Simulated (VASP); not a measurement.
Set up this calculation in VASP 6.6.1, as the native input.

- Task: single point
- Functional: PBEsol
- Potentials or basis: VASP PAW PBE potentials, release 64 (Fe)
- Cutoff: 520 eV
- k mesh: 17 × 17 × 10
- Occupations: fermi-dirac, width 0.08 eV
- Spin: no spin polarisation
- Dipole correction: no
- Further INCAR settings: ALGO = Normal; EDIFF = 1e-07; NBANDS = 15

The structure of Fe lies in POSCAR:

```
Fe
1.0
    2.4422445470      0.0000000000      0.0000000000
   -1.2211222735      2.1150458200      0.0000000000
    0.0000000000      0.0000000000      3.8546984657
Fe
2
Direct
    0.3333333333      0.6666666667      0.2500000000
    0.6666666667      0.3333333333      0.7500000000
```

This cell differs from its parent crystal: volume scaled by 1.01.

One way to write it, as run:

INCAR

```
SYSTEM = Fe
PREC = Accurate ; ENCUT = 520
EDIFF = 1E-7 ; ISMEAR = -1
SIGMA = 0.08 ; LREAL = .False.
LASPH = .True. ; NELM = 60
ALGO = Normal ; ISIF = 2
LWAVE = .False. ; LCHARG = .False.
GGA = PS ; NBANDS = 15
```

KPOINTS

```
Automatic mesh
0
Gamma
  17 17 10
  0 0 0
```

Potentials or basis: VASP PAW PBE potentials, release 64 (Fe).

Launch:

```console
$ cat potpaw_PBE.64/Fe/POTCAR > POTCAR
$ mpirun -np 1 vasp_std > vasp.out
```

It gave:

```json
{
  "Pressure": "-4.7 GPa",
  "Band gap on the k mesh": "zero (band 8 reaches 7.88 eV, above the bottom of band 9 at 5.99 eV)"
}
```

Caveat: the PAW data sets were made with another functional, which shifts forces and pressure a little; the run has no spin polarisation, though such a crystal can be magnetic.

Run time: 38 s on 1 thread of AMD EPYC 9R14 (Zen 4) (shared host), peak memory 0.13 GiB.
